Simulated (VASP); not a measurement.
# AlSn4 (P-62m) in VASP: further runs

The runs below take AlSn4 through single point, relaxation of cell and atoms, with PBE.

All numbers are computed with VASP 6.6.1; they aren't measurements. Logs are shortened: lines on timing, memory, paths and dates and some standing lists are left out, and cuts for length are marked.

## 1. The cell of the first run

The structure is hexagonal, space group P-62m (No. 189). The conventional cell has a = 5.800 Å, b = 5.800 Å, c = 4.763 Å, α = 90.00°, β = 90.00°, γ = 120.00°. Within 3.1 Å of Al (site symmetry -62m) lie 2 Sn at 2.38 Å. Sn (site symmetry m2m) has 6 Sn at 2.66 to 3.14 Å and 2 Al at 3.57 Å within 3.6 Å. Sn (site symmetry -62m) has 2 Al at 2.38 Å and 6 Sn at 2.66 to 3.14 Å within 3.2 Å.

The cell was generated, and may not be a known phase.

## 2. Single point, PBE

INCAR

```
  PREC = Accurate
  ENCUT = 520
  EDIFF = 1E-6
  ISMEAR = 0
  SIGMA = 0.1
  LREAL = False
  LASPH = True
  NELM = 80
  ALGO = Normal
  ISIF = 2
  LWAVE = False
  LCHARG = False
  GGA = PE
  NBANDS = 38
```

KPOINTS

```
regular mesh
0
Gamma
  3 3 4
```

POSCAR

```
AlSn4
1.0
    5.7995985000      0.0000000000      0.0000000000
   -2.8997992500      5.0225996400      0.0000000000
    0.0000000000      0.0000000000      4.7631809500
Al Sn
1 4
Direct
    0.0000000000      0.0000000000      0.0000000000
    0.5410496400      0.0000000000      0.5000000000
    0.0000000000      0.5410496400      0.5000000000
    0.4589503600      0.4589503600      0.5000000000
    0.0000000000      0.0000000000      0.5000000000
```

Potentials or basis: VASP PAW PBE potentials, release 64 (Al, Sn_d).

Launch:

```bash
> cat potpaw_PBE.64/Al/POTCAR potpaw_PBE.64/Sn_d/POTCAR > POTCAR
> mpirun -np 1 vasp_std > vasp.out
```

OUTCAR:

```text
PREC = Accurate
   ENCUT = 520
   EDIFF = 1E-6
   ISMEAR = 0
   LREAL = False
   LASPH = True
   NELM = 80
   ISIF = 2
   GGA = PE

 ion  position               nearest neighbor table
   1  0.000  0.000  0.000-   5 2.38   5 2.38
   2  0.541  0.000  0.500-   5 2.66   4 2.93   3 2.93   4 2.93   3 2.93   5 3.14
   3  0.000  0.541  0.500-   5 2.66   4 2.93   4 2.93   2 2.93   2 2.93   5 3.14
   4  0.459  0.459  0.500-   5 2.66   3 2.93   3 2.93   2 2.93   2 2.93   5 3.14
   5  0.000  0.000  0.500-   1 2.38   1 2.38   2 2.66   4 2.66   3 2.66   2 3.14   3 3.14   4 3.14

  LATTYP: Found a hexagonal cell.
 ALAT       =     5.7995985000
 C/A-ratio  =     0.8212949483

  Lattice vectors:

 A1 = (   5.7995985000,   0.0000000000,   0.0000000000)
 A2 = (  -2.8997992500,   5.0225996400,   0.0000000000)
 A3 = (   0.0000000000,   0.0000000000,   4.7631809500)

Analysis of symmetry for initial positions (statically):
=====================================================================
 Subroutine PRICEL returns:
 Original cell was already a primitive cell.

 Routine SETGRP: Setting up the symmetry group for a
 hexagonal supercell.

 Subroutine GETGRP returns: Found 12 space group operations
 (whereof 12 operations were pure point group operations)
 out of a pool of 24 trial point group operations.

The static configuration has the point symmetry D_3h.

Analysis of symmetry for dynamics (positions and initial velocities):
=====================================================================
 Subroutine PRICEL returns:
 Original cell was already a primitive cell.

 Routine SETGRP: Setting up the symmetry group for a
 hexagonal supercell.

 Subroutine GETGRP returns: Found 12 space group operations
 (whereof 12 operations were pure point group operations)
 out of a pool of 24 trial point group operations.

The dynamic configuration has the point symmetry D_3h.

 Subroutine INISYM returns: Found 12 space group operations
 (whereof 12 operations are pure point group operations),
 and found     1 'primitive' translations

----------------------------------------------------------------------------------------

                                     Primitive cell

  volume of cell :     138.7470

  direct lattice vectors                    reciprocal lattice vectors
     5.799598500  0.000000000  0.000000000     0.172425729  0.099550041  0.000000000
    -2.899799250  5.022599640  0.000000000     0.000000000  0.199100082  0.000000000
     0.000000000  0.000000000  4.763180950     0.000000000  0.000000000  0.209943735

  length of vectors
     5.799598500  5.799598506  4.763180950     0.199100082  0.199100082  0.209943735

  position of ions in fractional coordinates (direct lattice)
     0.000000000  0.000000000  0.000000000
     0.541049640  0.000000000  0.500000000
     1.000000000  0.541049640  0.500000000
     0.458950360  0.458950360  0.500000000
     0.000000000  0.000000000  0.500000000

  ion indices of the primitive-cell ions
   primitive index   ion index
                 1           1
                 2           2
                 3           3
                 4           4
                 5           5

----------------------------------------------------------------------------------------

 KPOINTS: regular mesh

Automatic generation of k-mesh.
 Grid dimensions read from file:
 generate k-points for:    3    3    4

 Generating k-lattice:

  Cartesian coordinates                     Fractional coordinates (reciprocal lattice)
     0.057475243  0.033183347  0.000000000     0.333333333  0.000000000  0.000000000
     0.000000000  0.066366694  0.000000000     0.000000000  0.333333333  0.000000000
     0.000000000  0.000000000  0.052485934     0.000000000  0.000000000  0.250000000

  Length of vectors
     0.066366694  0.066366694  0.052485934

  Shift w.r.t. Gamma in fractional coordinates (k-lattice)
     0.000000000  0.000000000  0.000000000

 Subroutine IBZKPT returns following result:
 ===========================================

 Found      9 irreducible k-points:

 Following reciprocal coordinates:
            Coordinates               Weight
  0.000000  0.000000  0.000000      1.000000
  0.333333  0.000000  0.000000      6.000000
  0.333333  0.333333  0.000000      2.000000
  0.000000  0.000000  0.250000      2.000000
  0.333333  0.000000  0.250000     12.000000
  0.333333  0.333333  0.250000      4.000000
  0.000000  0.000000  0.500000      1.000000
  0.333333  0.000000  0.500000      6.000000
  0.333333  0.333333  0.500000      2.000000
   k-points           NKPTS =      9   k-points in BZ     NKDIM =      9   number of bands    NBANDS=     38
   number of dos      NEDOS =    301   number of ions     NIONS =      5
   total plane-waves  NPLWV =  82944
   dimension x,y,z NGX =    48 NGY =   48 NGZ =   36
   dimension x,y,z NGXF=    96 NGYF=   96 NGZF=   72
   ions per type =               1   4
   NGX,Y,Z   is equivalent  to a cutoff of  13.76, 13.76, 12.56 a.u.
   NGXF,Y,Z  is equivalent  to a cutoff of  27.52, 27.52, 25.13 a.u.
 SYSTEM =  unknown system
   PREC   = accura    normal or accurate (medium, high low for compatibility)
   ISTART =      0    job   : 0-new  1-cont  2-samecut
   ICHARG =      2    charge: 1-file 2-atom 10-const
   ISPIN  =      1    spin polarized calculation?
   LNONCOLLINEAR =      F non collinear calculations
   LSORBIT =      F    spin-orbit coupling
   LASPH  =      T    aspherical Exc in radial PAW
   ENCUT  =  520.0 eV  38.22 Ry    6.18 a.u.  10.78 10.78  8.86*2*pi/ulx,y,z
   NELM   =     80;   NELMIN=  2; NELMDL= -5     # of ELM steps
   EDIFF  = 0.1E-05   stopping-criterion for ELM
   LREAL  =      F    real-space projection
   EDIFFG = 0.1E-04   stopping-criterion for IOM
   NSW    =      0    number of steps for IOM
   IBRION =     -1    ionic relax: 0-MD 1-quasi-New 2-CG
   NFREE  =      0    steps in history (QN), initial steepest desc. (CG)
   ISIF   =      2    stress and relaxation
   ISYM   =      2    0-nonsym 1-usesym 2-fastsym
   POTIM  = 0.5000    time-step for ionic-motion
   TEBEG  =    0.0;   TEEND  =   0.0 temperature during run
   PSTRESS=    0.0 pullay stress
   NELECT =      59.0000    total number of electrons
   NUPDOWN=      -1.0000    fix difference up-down
   EMIN   =  10.00;   EMAX   =-10.00  energy-range for DOS
   EFERMI =   0.00;   METHOD = LEGACY
   ISMEAR =     0;   SIGMA  =   0.10  broadening in eV -4-tet -1-fermi 0-gaus
   EFERMI_NEDOS =   21; number of points for ismear=-14 and -15
   IALGO  =     38    algorithm
   IMIX   =      4    mixing-type and parameters
     AMIX     =   0.40;   BMIX     =  1.00
     AMIX_MAG =   1.60;   BMIX_MAG =  1.00
  volume/ion in A,a.u.               =      27.75       187.26
  Fermi-wavevector in a.u.,A,eV,Ry     =   1.231074  2.326393 20.620231  1.515544
  Thomas-Fermi vector in A             =   2.365898
   LORBIT       =      0    0 simple, 1 ext, 2 COOP (PROOUT), +10 PAW based schemes
   GGA     = PE    functional components
   LHFCALC =     F    Hartree Fock is set to
   AEXX    =    0.0000 exact exchange contribution
   IVDW    =     0    specifies the selected vdW correction
   LEPSILON=     F    determine dielectric tensor
   LRPA    =     F    only Hartree local field effects (RPA)
 non-spin polarized calculation
 Gauss-broadening in eV      SIGMA  =   0.10
  energy-cutoff  :      520.00
  volume of cell :      138.75
 maximum number of plane-waves:      3762
 NGX is ok and might be reduce to    48
   NGX = 21   NGY = 21   NGZ = 17

 number of electron      58.9999985 magnetization

 Free energy of the ion-electron system (eV)
  ---------------------------------------------------
  ext. energy  EPLUGINS =         0.00000000
  ---------------------------------------------------
  free energy    TOTEN  =       -13.84170910 eV

  energy without entropy =      -13.80297151  energy(sigma->0) =      -13.82234030

 E-fermi :   6.9008     XC(G=0):  -9.5435

 val. band max:        6.8920653159   @ k =   0.0000   0.0000   0.5000
 cond. band min:       6.9061137560   @ k =   0.3333   0.0000   0.2500
 fundamental gap:      0.0140484400
 Fermi energy:         6.9008024352

 k-point     1 :       0.0000    0.0000    0.0000
  band No.  band energies     occupation
      1     -15.5618      2.00000
      2     -15.5251      2.00000
      3     -15.5251      2.00000
      4     -15.2879      2.00000
      5     -15.2879      2.00000
      6     -15.0504      2.00000
[... 30 lines left out ...]
     37      11.8127      0.00000
     38      13.0522      0.00000

 k-point     2 :       0.3333    0.0000    0.0000
  band No.  band energies     occupation
      1     -15.5361      2.00000
      2     -15.4626      2.00000
      3     -15.4389      2.00000
      4     -15.2792      2.00000
      5     -15.2655      2.00000
      6     -15.0467      2.00000
[... 30 lines left out ...]
     37      12.0223      0.00000
     38      13.0717      0.00000

 k-point     3 :       0.3333    0.3333    0.0000
  band No.  band energies     occupation
      1     -15.4918      2.00000
      2     -15.4309      2.00000
      3     -15.4309      2.00000
      4     -15.2644      2.00000
      5     -15.2644      2.00000
      6     -14.9616      2.00000
[... 30 lines left out ...]
     37      11.0806      0.00000
     38      11.2114      0.00000

 k-point     4 :       0.0000    0.0000    0.2500
  band No.  band energies     occupation
      1     -15.5551      2.00000
      2     -15.5250      2.00000
      3     -15.5250      2.00000
      4     -15.2885      2.00000
      5     -15.2885      2.00000
      6     -15.0492      2.00000
[... 30 lines left out ...]
     37      12.6706      0.00000
     38      13.0269      0.00000
[... 88 lines left out ...]
      4     -15.2891      2.00000
      5     -15.2891      2.00000
      6     -15.0481      2.00000
[... 30 lines left out ...]
     37      12.9489      0.00000
     38      12.9489      0.00000

 k-point     8 :       0.3333    0.0000    0.5000
  band No.  band energies     occupation
      1     -15.5264      2.00000
      2     -15.4571      2.00000
      3     -15.4386      2.00000
      4     -15.2803      2.00000
      5     -15.2664      2.00000
      6     -15.0458      2.00000
[... 30 lines left out ...]
     37      12.5760      0.00000
     38      13.1472      0.00000

 k-point     9 :       0.3333    0.3333    0.5000
  band No.  band energies     occupation
      1     -15.4757      2.00000
      2     -15.4307      2.00000
      3     -15.4307      2.00000
      4     -15.2653      2.00000
      5     -15.2653      2.00000
      6     -14.9615      2.00000
[... 30 lines left out ...]
     37      11.4781      0.00000
     38      11.4781      0.00000

------------------------ aborting loop because EDIFF is reached ----------------------------------------

  FORCE on cell =-STRESS in cart. coord.  units (eV):
  Direction    XX          YY          ZZ          XY          YZ          ZX
  --------------------------------------------------------------------------------------
  -------------------------------------------------------------------------------------
  Total       17.7238026     17.7238026     11.0779718      0.0000000      0.0000000      0.0000000
  in kB      204.6651582    204.6651588    127.9225965      0.0000000      0.0000000      0.0000000
  external PRESSURE =     179.0843045 kB  Pullay stress =       0.0000000 kB

 VOLUME and BASIS-vectors are now :
 -----------------------------------------------------------------------------
  energy-cutoff  :      520.00
  volume of cell :      138.75
      direct lattice vectors                 reciprocal lattice vectors
     5.799598500  0.000000000  0.000000000     0.172425729  0.099550041  0.000000000
    -2.899799250  5.022599640  0.000000000     0.000000000  0.199100082  0.000000000
     0.000000000  0.000000000  4.763180950     0.000000000  0.000000000  0.209943735

 POSITION                                       TOTAL-FORCE (eV/Angst)
 -----------------------------------------------------------------------------------
      0.00000      0.00000      0.00000         0.000000     -0.000000      0.000000
      3.13787      0.00000      2.38159        -1.254623      0.000000     -0.000000
     -1.56894      2.71748      2.38159         0.627311     -1.086535     -0.000000
      1.33086      2.30512      2.38159         0.627311      1.086535      0.000000
      0.00000      0.00000      2.38159         0.000000      0.000000      0.000000
 -----------------------------------------------------------------------------------
    total drift:                               -0.000000     -0.000000      0.000000

  FREE ENERGIE OF THE ION-ELECTRON SYSTEM (eV)
  ---------------------------------------------------
  free  energy   TOTEN  =       -13.8417090975 eV

  energy  without entropy=      -13.8029715112  energy(sigma->0) =      -13.82234030
```

Wall time 84 s (1 thread of Intel Xeon 8259CL, shared host); peak memory 0.28 GiB.

Results:

```yaml
Free_energy: -13.8417 eV
Pressure: 17.9 GPa
Largest_force: 1.255 eV/Å
Band_gap_on_the_k_mesh: zero (an odd number of electrons rules out a gap without spin polarisation)
```

Forces on the atoms (eV/Å):
```
Al   0.000  0.000  0.000
Sn  -1.255  0.000  0.000
Sn   0.627 -1.087  0.000
Sn   0.627  1.087  0.000
Sn   0.000  0.000  0.000
```

Caveat: the k points lie up to 0.42 Å⁻¹ apart, too coarse for converged energies and pressures of a metal; spin-orbit coupling is left out, which moves the levels of the heavy elements; forces of over 1 eV/Å act on the atoms, so gaps and moduli don't describe the material at rest.

## 3. Relaxation of cell and atoms, PBE

INCAR

```
SYSTEM = AlSn4
PREC = Accurate ; ENCUT = 600
EDIFF = 1E-6 ; ISMEAR = 0
SIGMA = 0.1 ; LREAL = .FALSE.
LASPH = .TRUE. ; NELM = 100
ALGO = Normal ; ISIF = 3
LWAVE = .FALSE. ; LCHARG = .FALSE.
GGA = PE ; IBRION = 2
NSW = 90 ; EDIFFG = -0.04
```

KPOINTS

```
Automatic mesh
0
G
  3 3 4
  0 0 0
```

POSCAR is that of step 2.

Potentials or basis: VASP PAW PBE potentials, release 64 (Al, Sn_d).

Launch:

```bash
> cat potpaw_PBE.64/Al/POTCAR potpaw_PBE.64/Sn_d/POTCAR > POTCAR
> mpirun -np 1 vasp_std > vasp.out
```

It took 15 min on 1 thread of Intel Xeon 8259CL, shared host; peak memory 0.32 GiB.

Results (log left out):

```
Free energy                           : -16.3793 eV
Relaxed volume                        : 37.42 Å³/atom
Relaxed cell                          : a = 6.427 Å, b = 6.427 Å, c = 5.230 Å, α = 90.00°, β = 90.00°, γ = 120.00°
Space group after relaxing (to 0.1 Å) : P6/mmm (No. 191)
Energy gained by relaxing             : 507.4 meV/atom
Ionic steps                           : 12
Pressure after relaxing               : 0.0 GPa
Largest force after relaxing          : 0.005 eV/Å
Band gap on the k mesh                : zero (an odd number of electrons rules out a gap without spin polarisation)
```

Forces on the atoms (eV/Å):
```
Al   0.000  0.000  0.000
Sn  -0.005  0.000  0.000
Sn   0.002 -0.004  0.000
Sn   0.002  0.004  0.000
Sn   0.000  0.000  0.000
```

Step by step:
```tsv
step	energy change (eV)	largest force (eV/Å)	pressure (GPa)	volume (Å³)
1	0.0000	1.2546	17.95	138.75
2	-2.1055	0.2892	-2.87	210.79
3	-2.3504	0.4892	0.05	187.57
4	-2.3501	0.4768	-0.14	188.64
5	-2.4033	0.4536	-0.20	189.48
6	-2.4493	0.3115	-0.01	191.34
7	-2.4851	0.2173	-0.30	191.86
8	-2.5194	0.0529	-0.71	192.85
9	-2.5308	0.0151	0.63	184.00
10	-2.5361	0.0112	0.11	187.07
11	-2.5365	0.0019	0.00	187.10
12	-2.5372	0.0046	0.03	187.09
```

Final structure:
```
Al Sn
1.0
     6.42690    0.00000    0.00000
    -3.21345    5.56586    0.00000
     0.00000    0.00000    5.23006
Al Sn
1 4
Direct
  0.00000 0.00000 0.00000
  0.50027 0.00000 0.50000
  0.00000 0.50027 0.50000
  0.49973 0.49973 0.50000
  0.00000 0.00000 0.50000
```

Levels at points of the mesh, in eV from the Fermi level:
```csv
k point,band 27,band 28,band 29,band 30,band 31,band 32
"(0.00, 0.00, 0.00)",-3.41,-3.29,-2.01,0.09,2.05,2.05
"(0.00, 0.00, 0.50)",-3.69,-3.31,-1.25,0.43,0.43,0.88
```

Caveat: the k points lie up to 0.38 Å⁻¹ apart in the final cell, too coarse for converged energies and pressures of a metal; the volume moved by over 15 % at a fixed basis, so the end points are rough; spin-orbit coupling is left out, which moves the levels of the heavy elements.

The gap in the log of VASP goes by the Fermi energy; the results here count the filled bands.